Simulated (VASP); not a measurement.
Here is a VASP 6.6.1 calculation.

Contents of INCAR:

```
ALGO = Normal
EDIFF = 1E-7
ENCUT = 520
GGA = PS
ISIF = 2
ISMEAR = -1
LASPH = True
LCHARG = True
LELF = True
LREAL = False
LVHAR = True
LWAVE = False
NBANDS = 24
NELM = 80
PREC = Accurate
SIGMA = 0.1
```

The input KPOINTS:

```
k-points
0
Gamma
  8 8 11
```

File POSCAR:

```
Sc
1.0
    5.2579418128      0.0000000000      0.0000000000
   -2.6289709064      4.5535111815      0.0000000000
    0.0000000000      0.0000000000      3.3025542659
Sc
3
Direct
    1.0000000000      1.0000000000      0.0000000000
    0.3333333333      0.6666666667      0.5000000000
    0.6666666667      0.3333333333      0.5000000000
```

Potentials or basis: VASP PAW PBE potentials, release 64 (Sc_sv).

Run with:

```bash
$ cat potpaw_PBE.64/Sc_sv/POTCAR > POTCAR
$ mpirun -np 1 vasp_std > vasp.out
```

Q: What does it give for the band gap on the k mesh?

A: Zero (an odd number of electrons rules out a gap without spin polarisation).

Q: Predict the pressure.

A: -5.2 GPa.

Stress tensor (GPa, compression positive):
```
-5.15  0.00  0.00
 0.00 -5.15  0.00
 0.00  0.00 -5.34
```

Caveat: the cell stands under tension; the PAW data sets were made with another functional, which shifts forces and pressure a little.
